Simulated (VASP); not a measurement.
# Li4Nb4O11 (a cell with a defect) in VASP: further runs

Runs on Li4Nb4O11 (a cell with a defect). Level: PBEsol. Tasks: single point.

Program: VASP 6.6.1. These are calculated values, not measurements. Logs are shortened: lines on timing, memory, paths and dates and some standing lists are left out, and cuts for length are marked.

### Step 1. The cell of the first run

The cell holds a defect, 19 atoms: a = 5.195 Å, b = 5.598 Å, c = 7.637 Å, α = 95.84°, β = 90.00°, γ = 90.00°.

### Step 2. Single point, PBEsol

The input, INCAR:

```
ALGO     = Normal         # electronic algorithm
EDIFF    = 1E-6           # SCF threshold, eV
ENCUT    = 520            # plane-wave cutoff, eV
GGA      = PS             # functional
ISIF     = 2              # what is computed and relaxed
ISMEAR   = 0              # smearing method
LASPH    = T              # aspherical terms in the spheres
LCHARG   = T              # write CHGCAR
LELF     = T              # ELF
LREAL    = Auto         
LVHAR    = T            
LWAVE    = F              # write WAVECAR
NBANDS   = 80             # bands
NELECT   = 128.0        
NELM     = 100            # most SCF steps
PREC     = Accurate       # precision mode
SIGMA    = 0.05           # smearing width, eV
```

The input, KPOINTS:

```
k-points
0
Gamma
  4 4 4
```

The input, POSCAR:

```
Li4Nb4O11
1.0
    5.1950821957      0.0000000000      0.0000000000
    0.0000000000      2.9993821042     -4.7271664166
    0.0000000000      5.9987642083      4.7271664167
Li Nb O
4 4 11
Direct
    0.0000000000      0.2865432153      0.3567283924
    0.5000000000      0.7865432153      0.8567283924
    0.0000000000      0.7134567847      0.6432716076
    0.5000000000      0.2134567847      0.1432716076
    0.0000000000      0.7111568631      0.1444215685
    0.5000000000      0.2111568631      0.6444215685
    0.0000000000      0.2888431369      0.8555784315
    0.5000000000      0.7888431369      0.3555784315
    0.8020967884      0.0253128181      0.7589912829
    0.3020967884      0.5253128181      0.2589912829
    0.3273039138      0.1547135204      0.8883919851
    0.3705992977      0.8526167320      0.5862951967
    0.8705992977      0.3526167320      0.0862951967
    0.1979032116      0.9746871819      0.2410087171
    0.6979032116      0.4746871819      0.7410087171
    0.1726960862      0.3452864796      0.6116080149
    0.6726960862      0.8452864796      0.1116080149
    0.6294007023      0.1473832680      0.4137048033
    0.1294007023      0.6473832680      0.9137048033
```

Potentials or basis: VASP PAW PBE potentials, release 64 (Li_sv, Nb_sv, O).

Command:

```sh
cat potpaw_PBE.64/Li_sv/POTCAR potpaw_PBE.64/Nb_sv/POTCAR potpaw_PBE.64/O/POTCAR > POTCAR
mpirun -np 1 vasp_std > vasp.out
```

OUTCAR:

```text
EDIFF = 1E-6
   ENCUT = 520
   GGA = PS
   ISIF = 2
   ISMEAR = 0
   LASPH = T
   LREAL = Auto
   NELECT = 128.0
   NELM = 100
   PREC = Accurate

 ion  position               nearest neighbor table
   1  0.000  0.287  0.357-  18 2.14  16 2.14  14 2.14  10 2.24  13 2.24
   2  0.500  0.787  0.857-  19 2.14  17 2.14  15 2.14   9 2.24  11 2.24  12 2.24
   3  0.000  0.713  0.643-  12 2.14   9 2.14  15 2.24  16 2.24  19 2.24
   4  0.500  0.213  0.143-  13 2.14  11 2.14  10 2.14  14 2.24  17 2.24  18 2.24
   5  0.000  0.711  0.144-  17 1.89  14 1.89  19 1.89  10 2.12  13 2.12
   6  0.500  0.211  0.644-  16 1.89  15 1.89  18 1.89  11 2.12   9 2.12  12 2.12
   7  0.000  0.289  0.856-  11 1.89   9 1.89  13 1.89  16 2.12  15 2.12  19 2.12
   8  0.500  0.789  0.356-  10 1.89  12 1.89  17 2.12  14 2.12  18 2.12
   9  0.802  0.025  0.759-   7 1.89   6 2.12   3 2.14   2 2.24
  10  0.302  0.525  0.259-   8 1.89   5 2.12   4 2.14   1 2.24
  11  0.327  0.155  0.888-   7 1.89   6 2.12   4 2.14   2 2.24
  12  0.371  0.853  0.586-   8 1.89   6 2.12   3 2.14   2 2.24
  13  0.871  0.353  0.086-   7 1.89   5 2.12   4 2.14   1 2.24
  14  0.198  0.975  0.241-   5 1.89   8 2.12   1 2.14   4 2.24
  15  0.698  0.475  0.741-   6 1.89   7 2.12   2 2.14   3 2.24
  16  0.173  0.345  0.612-   6 1.89   7 2.12   1 2.14   3 2.24
  17  0.673  0.845  0.112-   5 1.89   8 2.12   2 2.14   4 2.24
  18  0.629  0.147  0.414-   6 1.89   8 2.12   1 2.14   4 2.24
  19  0.129  0.647  0.914-   5 1.89   7 2.12   2 2.14   3 2.24

  LATTYP: Found a simple monoclinic cell.
 ALAT       =     5.5984279344
 B/A-ratio  =     0.9279537500
 C/A-ratio  =     1.3642207161
 COS(beta)  =    -0.1018177164

  Lattice vectors:

 A1 = (   0.0000000000,   2.9993821042,  -4.7271664166)
 A2 = (  -5.1950821957,   0.0000000000,   0.0000000000)
 A3 = (   0.0000000000,   5.9987642083,   4.7271664167)

Analysis of symmetry for initial positions (statically):
=====================================================================
 Subroutine PRICEL returns:
 Original cell was already a primitive cell.

 Routine SETGRP: Setting up the symmetry group for a
 simple monoclinic supercell.

 Subroutine GETGRP returns: Found  1 space group operations
 (whereof  1 operations were pure point group operations)
 out of a pool of  4 trial point group operations.

The static configuration has the point symmetry C_1 .

Analysis of symmetry for dynamics (positions and initial velocities):
=====================================================================
 Subroutine PRICEL returns:
 Original cell was already a primitive cell.

 Routine SETGRP: Setting up the symmetry group for a
 simple monoclinic supercell.

 Subroutine GETGRP returns: Found  1 space group operations
 (whereof  1 operations were pure point group operations)
 out of a pool of  4 trial point group operations.

The dynamic configuration has the point symmetry C_1 .

 Subroutine INISYM returns: Found  1 space group operations
 (whereof  1 operations are pure point group operations),
 and found     1 'primitive' translations

----------------------------------------------------------------------------------------

                                     Primitive cell

  volume of cell :     220.9766

  direct lattice vectors                    reciprocal lattice vectors
     5.195082196  0.000000000  0.000000000     0.192489736  0.000000000  0.000000000
     0.000000000  2.999382104 -4.727166417     0.000000000  0.111134001 -0.141028813
     0.000000000  5.998764208  4.727166417     0.000000000  0.111134001  0.070514406

  length of vectors
     5.195082196  5.598427934  7.637491365     0.192489736  0.179554705  0.131617049

  position of ions in fractional coordinates (direct lattice)
     0.000000000  0.286543215  0.356728392
     0.500000000  0.786543215  0.856728392
     0.000000000  0.713456785  0.643271608
     0.500000000  0.213456785  0.143271608
     0.000000000  0.711156863  0.144421569
     0.500000000  0.211156863  0.644421569
[... 11 lines left out ...]
     0.629400702  0.147383268  0.413704803
     0.129400702  0.647383268  0.913704803

  ion indices of the primitive-cell ions
   primitive index   ion index
                 1           1
                 2           2
                 3           3
                 4           4
                 5           5
                 6           6
[... 11 lines left out ...]
                18          18
                19          19

----------------------------------------------------------------------------------------

 KPOINTS: k-points

Automatic generation of k-mesh.
 Grid dimensions read from file:
 generate k-points for:    4    4    4

 Generating k-lattice:

  Cartesian coordinates                     Fractional coordinates (reciprocal lattice)
     0.048122434  0.000000000  0.000000000     0.250000000  0.000000000  0.000000000
     0.000000000  0.027783500 -0.035257203     0.000000000  0.250000000  0.000000000
     0.000000000  0.027783500  0.017628602     0.000000000  0.000000000  0.250000000

  Length of vectors
     0.048122434  0.044888676  0.032904262

  Shift w.r.t. Gamma in fractional coordinates (k-lattice)
     0.000000000  0.000000000  0.000000000

 Subroutine IBZKPT returns following result:
 ===========================================

 Found     36 irreducible k-points:

 Following reciprocal coordinates:
            Coordinates               Weight
  0.000000  0.000000  0.000000      1.000000
  0.250000  0.000000  0.000000      2.000000
  0.500000  0.000000  0.000000      1.000000
  0.000000  0.250000  0.000000      2.000000
  0.250000  0.250000  0.000000      2.000000
  0.250000 -0.250000 -0.000000      2.000000
[... 16 lines left out ...]
  0.000000 -0.250000  0.250000      2.000000
  0.250000 -0.250000  0.250000      2.000000
 [... further k-points ...]
   k-points           NKPTS =     36   k-points in BZ     NKDIM =     36   number of bands    NBANDS=     80
   number of dos      NEDOS =    301   number of ions     NIONS =     19
   total plane-waves  NPLWV = 100800
   dimension x,y,z NGX =    40 NGY =   42 NGZ =   60
   dimension x,y,z NGXF=    80 NGYF=   84 NGZF=  120
   ions per type =               4   4  11
   NGX,Y,Z   is equivalent  to a cutoff of  12.80, 12.47, 13.06 a.u.
   NGXF,Y,Z  is equivalent  to a cutoff of  25.60, 24.94, 26.12 a.u.
 SYSTEM =  unknown system
   PREC   = accura    normal or accurate (medium, high low for compatibility)
   ISTART =      0    job   : 0-new  1-cont  2-samecut
   ICHARG =      2    charge: 1-file 2-atom 10-const
   ISPIN  =      1    spin polarized calculation?
   LNONCOLLINEAR =      F non collinear calculations
   LSORBIT =      F    spin-orbit coupling
   LASPH  =      T    aspherical Exc in radial PAW
   ENCUT  =  520.0 eV  38.22 Ry    6.18 a.u.   9.66 10.41 14.20*2*pi/ulx,y,z
   NELM   =    100;   NELMIN=  2; NELMDL= -5     # of ELM steps
   EDIFF  = 0.1E-05   stopping-criterion for ELM
   LREAL  =      T    real-space projection
   EDIFFG = 0.1E-04   stopping-criterion for IOM
   NSW    =      0    number of steps for IOM
   IBRION =     -1    ionic relax: 0-MD 1-quasi-New 2-CG
   NFREE  =      0    steps in history (QN), initial steepest desc. (CG)
   ISIF   =      2    stress and relaxation
   ISYM   =      2    0-nonsym 1-usesym 2-fastsym
   POTIM  = 0.5000    time-step for ionic-motion
   TEBEG  =    0.0;   TEEND  =   0.0 temperature during run
   PSTRESS=    0.0 pullay stress
   NELECT =     128.0000    total number of electrons
   NUPDOWN=      -1.0000    fix difference up-down
   EMIN   =  10.00;   EMAX   =-10.00  energy-range for DOS
   EFERMI =   0.00;   METHOD = LEGACY
   ISMEAR =     0;   SIGMA  =   0.05  broadening in eV -4-tet -1-fermi 0-gaus
   EFERMI_NEDOS =   21; number of points for ismear=-14 and -15
   IALGO  =     38    algorithm
   IMIX   =      4    mixing-type and parameters
     AMIX     =   0.40;   BMIX     =  1.00
     AMIX_MAG =   1.60;   BMIX_MAG =  1.00
  volume/ion in A,a.u.               =      11.63        78.49
  Fermi-wavevector in a.u.,A,eV,Ry     =   1.364675  2.578863 25.338660  1.862339
  Thomas-Fermi vector in A             =   2.490970
   LORBIT       =      0    0 simple, 1 ext, 2 COOP (PROOUT), +10 PAW based schemes
   GGA     = PS    functional components
   LHFCALC =     F    Hartree Fock is set to
   AEXX    =    0.0000 exact exchange contribution
   IVDW    =     0    specifies the selected vdW correction
   LEPSILON=     F    determine dielectric tensor
   LRPA    =     F    only Hartree local field effects (RPA)
 non-spin polarized calculation
 Gauss-broadening in eV      SIGMA  =   0.05
  energy-cutoff  :      520.00
  volume of cell :      220.98
 maximum number of plane-waves:      5983
 NGX is ok and might be reduce to    40
   NGX = 19   NGY = 21   NGZ = 29

 number of electron     127.9999975 magnetization

 Free energy of the ion-electron system (eV)
  ---------------------------------------------------
  ext. energy  EPLUGINS =         0.00000000
  ---------------------------------------------------
  free energy    TOTEN  =      -165.08861228 eV

  energy without entropy =     -165.08861228  energy(sigma->0) =     -165.08861228

 E-fermi :   3.4771     XC(G=0): -10.3735

 val. band max:        3.0719694153   @ k =   0.0000   0.0000   0.0000
 cond. band min:       4.3093960088   @ k =   0.0000   0.5000   0.5000
 fundamental gap:      1.2374265935
 Fermi energy:         3.4770918820

 k-point     1 :       0.0000    0.0000    0.0000
  band No.  band energies     occupation
      1     -52.1420      2.00000
      2     -51.4918      2.00000
      3     -50.7358      2.00000
      4     -50.6298      2.00000
      5     -39.1957      2.00000
      6     -39.1295      2.00000
[... 68 lines left out ...]
     75       8.0862      0.00000
     76       8.2244      0.00000

 k-point     2 :       0.2500    0.0000    0.0000
  band No.  band energies     occupation
      1     -52.1415      2.00000
      2     -51.4924      2.00000
      3     -50.7316      2.00000
      4     -50.6341      2.00000
      5     -39.1957      2.00000
      6     -39.1295      2.00000
[... 1730 lines left out ...]
 k-point    24 :       0.2500   -0.2500    0.2500
  band No.  band energies     occupation
      1     -52.1415      2.00000
      2     -51.4924      2.00000
      3     -50.7316      2.00000
      4     -50.6341      2.00000
      5     -39.1957      2.00000
      6     -39.1295      2.00000
[... 68 lines left out ...]
     75       8.2032      0.00000
     76       8.2742      0.00000

 [... further k-points ...]

 [bands above 76 left out]

------------------------ aborting loop because EDIFF is reached ----------------------------------------

  FORCE on cell =-STRESS in cart. coord.  units (eV):
  Direction    XX          YY          ZZ          XY          YZ          ZX
  --------------------------------------------------------------------------------------
  -------------------------------------------------------------------------------------
  Total      -19.7107191    -23.3517697    -23.6849719      0.0647915     -0.3996077     -1.4418281
  in kB     -142.9113383   -169.3105481   -171.7264102      0.4697664     -2.8973307    -10.4538850
  external PRESSURE =    -161.3160989 kB  Pullay stress =       0.0000000 kB

 VOLUME and BASIS-vectors are now :
 -----------------------------------------------------------------------------
  energy-cutoff  :      520.00
  volume of cell :      220.98
      direct lattice vectors                 reciprocal lattice vectors
     5.195082196  0.000000000  0.000000000     0.192489736  0.000000000  0.000000000
     0.000000000  2.999382104 -4.727166417     0.000000000  0.111134001 -0.141028813
     0.000000000  5.998764208  4.727166417     0.000000000  0.111134001  0.070514406

 POSITION                                       TOTAL-FORCE (eV/Angst)
 -----------------------------------------------------------------------------------
      0.00000      2.99938      0.33178         0.332684     -0.448701      0.704684
      2.59754      7.49846      0.33178         0.064158     -0.014037     -0.015478
      0.00000      5.99876     -0.33178         0.349624      0.943770      0.560109
      2.59754      1.49969     -0.33178         0.019101     -0.288069     -0.160568
      0.00000      2.99938     -2.67905         1.708171     -5.100192     -1.874900
      2.59754      4.49907      2.04811        -0.070877      1.955753      0.419876
[... 11 lines left out ...]
      3.26979      2.92378      1.25895         0.441747     -1.511118      0.257704
      0.67225      7.42285      1.25895        -0.510158      1.929074      0.176992
 -----------------------------------------------------------------------------------
    total drift:                                0.001694     -0.000033     -0.002570

  FREE ENERGIE OF THE ION-ELECTRON SYSTEM (eV)
  ---------------------------------------------------
  free  energy   TOTEN  =      -165.0886122837 eV

  energy  without entropy=     -165.0886122837  energy(sigma->0) =     -165.08861228
```

Run time: 29 min. Hardware: 1 thread of Intel Xeon 8259CL, shared host; peak memory 0.55 GiB.

What came out:

* Free energy: -165.0886 eV
* Largest force: 5.696 eV/Å

Forces in eV/Å, atoms in the order of the input:
```
Li   0.333 -0.449  0.705
Li   0.064 -0.014 -0.015
Li   0.350  0.944  0.560
Li   0.019 -0.288 -0.161
Nb   1.708 -5.100 -1.875
Nb  -0.071  1.956  0.420
Nb   0.137 -1.153  0.306
Nb  -3.983  1.104 -2.262
O   -0.047 -0.250 -0.028
O   -0.156  1.133 -0.162
O   -0.098 -0.143 -0.196
O    0.602 -1.831 -0.236
O   -0.128  2.196  0.125
O    1.064  0.712  1.415
O    0.071 -0.323 -0.500
O   -0.255  0.047 -0.316
O    0.460  1.040  1.784
O    0.442 -1.511  0.258
O   -0.510  1.929  0.177
```

Levels at points of the mesh, in eV from the Fermi level:
```tsv
k point	band 60	band 61	band 62	band 63	band 64	band 65	band 66	band 67	band 68	band 69
(0.00, 0.00, 0.00)	-1.02	-0.91	-0.89	-0.72	-0.41	0.86	2.10	2.54	3.18	3.36
(0.50, 0.00, 0.00)	-1.08	-1.00	-0.89	-0.54	-0.53	0.96	2.18	2.50	2.94	3.15
(0.00, 0.50, 0.00)	-1.04	-0.99	-0.90	-0.63	-0.52	0.91	2.25	2.59	3.24	3.38
(0.50, 0.50, 0.00)	-1.00	-0.89	-0.77	-0.62	-0.55	1.00	2.26	2.47	3.00	3.32
(0.00, 0.00, 0.50)	-1.10	-0.97	-0.88	-0.64	-0.42	0.92	2.05	2.54	3.20	3.40
(0.50, 0.00, 0.50)	-1.02	-0.95	-0.83	-0.51	-0.49	0.93	2.17	2.48	2.91	3.22
(0.00, 0.50, 0.50)	-1.04	-0.91	-0.79	-0.66	-0.53	0.83	2.27	2.56	3.13	3.30
(0.50, 0.50, 0.50)	-1.08	-1.01	-0.94	-0.62	-0.58	0.99	2.25	2.49	2.97	3.39
```

Caveat: the cell carries a net charge on a neutralising background, which shifts energy and pressure; the cell is charged against a uniform background, so pressure and absolute levels hang on convention; the cutoff is under 1.25 times the usual one of these potentials, so pressure, stress and relaxed cells hold a basis-set (Pulay) error; the PAW data sets were made with another functional, which shifts forces and pressure a little.

### Step 3. Single point, PBEsol

The input, INCAR:

```
ALGO = Normal ; EDIFF = 1E-6
ENCUT = 520 ; GGA = PS
ISIF = 2 ; ISMEAR = 0
LASPH = True ; LCHARG = False
LREAL = Auto ; LWAVE = False
NBANDS = 80 ; NELECT = 128.0
NELM = 100 ; PREC = Accurate
SIGMA = 0.05
```

KPOINTS is that of step 2.

POSCAR: that of step 2 with these lines changed.

```diff
@@ -24,3 +24,3 @@
     0.1726960862      0.3452864796      0.6116080149
-    0.6726960862      0.8452864796      0.1116080149
+    0.7277044425      0.8584937134      0.1695799036
     0.6294007023      0.1473832680      0.4137048033
```

Potentials or basis: VASP PAW PBE potentials, release 64 (Li_sv, Nb_sv, O).

Command:

```sh
cat potpaw_PBE.64/Li_sv/POTCAR potpaw_PBE.64/Nb_sv/POTCAR potpaw_PBE.64/O/POTCAR > POTCAR
mpirun -np 1 vasp_std > vasp.out
```

It took 38 min on 1 thread of Intel Xeon 8259CL, shared host; peak memory 0.55 GiB.

The run converged. Its results:

| Item | Value |
| --- | --- |
| Free energy | -164.2300 eV |
| Largest force | 14.102 eV/Å |

Forces on the atoms (eV/Å):
```
Li   0.357 -0.429  0.735
Li  -0.171 -0.388 -0.250
Li   0.406  0.947  0.594
Li  -0.121 -0.021 -0.297
Nb  11.324 -7.939  2.757
Nb  -0.162  1.544  0.223
Nb   0.383 -1.084 -0.067
Nb  -5.685  2.807 -0.339
O   -0.098 -0.149  0.200
O    0.146  1.060 -0.061
O   -0.006 -0.054  0.044
O    0.708 -1.564 -0.177
O   -0.443  2.110  0.181
O    2.116  0.844  1.192
O    0.069 -0.141 -0.488
O   -0.252  0.035 -0.234
O   -8.170  1.839 -3.813
O    0.145 -0.612  0.111
O   -0.548  1.196 -0.312
```

Levels at points of the mesh, in eV from the Fermi level:
```csv
k point,band 60,band 61,band 62,band 63,band 64,band 65,band 66,band 67,band 68,band 69
"(0.00, 0.00, 0.00)",-0.81,-0.74,-0.68,-0.60,-0.24,1.25,2.46,2.85,3.52,3.89
"(0.50, 0.00, 0.00)",-0.85,-0.84,-0.75,-0.39,-0.37,1.54,2.44,2.89,3.30,3.53
"(0.00, 0.50, 0.00)",-0.83,-0.80,-0.74,-0.45,-0.36,1.33,2.64,2.90,3.64,3.93
"(0.50, 0.50, 0.00)",-0.81,-0.70,-0.60,-0.44,-0.40,1.58,2.50,2.87,3.40,3.65
"(0.00, 0.00, 0.50)",-0.87,-0.81,-0.68,-0.47,-0.26,1.34,2.41,2.86,3.57,3.88
"(0.50, 0.00, 0.50)",-0.81,-0.75,-0.71,-0.38,-0.34,1.54,2.44,2.86,3.33,3.55
"(0.00, 0.50, 0.50)",-0.84,-0.73,-0.60,-0.46,-0.37,1.28,2.64,2.83,3.51,3.93
"(0.50, 0.50, 0.50)",-0.87,-0.77,-0.74,-0.46,-0.41,1.56,2.49,2.90,3.45,3.66
```

Caveat: the cell carries a net charge on a neutralising background, which shifts energy and pressure; the cell differs from its parent crystal (atoms taken out, atom 17 moved 0.167 of the way to it and +0.300 Å across, host rigid); the cell is charged against a uniform background, so pressure and absolute levels hang on convention; the cutoff is under 1.25 times the usual one of these potentials, so pressure, stress and relaxed cells hold a basis-set (Pulay) error; the PAW data sets were made with another functional, which shifts forces and pressure a little.
